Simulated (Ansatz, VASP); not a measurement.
One calculation of MnO, two programs

```xyz
2
Lattice="2.6724 0.0000 0.0000 0.0000 2.6724 0.0000 0.0000 0.0000 2.6724" Properties=species:S:1:pos:R:3 pbc="T T T"
Mn    0.0000    0.0000    0.0000
O     1.3362    1.3362    1.3362
```

Alike in both runs: task single point; functional PBE-based screened hybrid with a share of 0.2 of exact exchange and HFSCREEN = 0.2; k mesh 5 × 5 × 5; occupations fermi-dirac, width 0.05 eV; collinear spin.

```csv
,VASP,Ansatz
version,VASP 6.6.1,Ansatz 0.2.0
potentials or method,"VASP PAW PBE potentials, release 64 (Mn_pv, O)",Ansatz PAW
plane-wave cutoff (eV),520,420
valence electrons in the cell,19,21
```

|  | VASP | Ansatz | Ansatz less VASP |
| --- | --- | --- | --- |
| gap on the k mesh at the Fermi level (eV) | 1.69 | 1.68 | -0.006 |
| least direct gap on the mesh (eV) | 2.49 | 2.49 | -0.001 |
| pressure (GPa) | 17.9 | 17.3 | -0.63 |
| net moment per atom (μB) | 2.50 | 2.50 | +0.003 |
| size of the moment on the site where the two differ most (μB) | 4.56 | 4.34 | -0.221 |

VASP's potentials were made for PBE, not for PBE-based screened hybrid. Site moments also hang on the region over which each program counts them. The functional is the same, so the differences come from potentials, cutoffs and numerics. VASP's potentials hold 19 valence electrons a cell and Ansatz's 21, so a difference there can come from the potentials and not from the codes.

The k mesh is coarse, so the values compare programs but aren't converged. Noted on Ansatz's run: the magnetic or orbital state may not be the lowest; odd divisions of the mesh miss points on the zone boundary, where band edges often lie, so the gap on the mesh can be too wide.
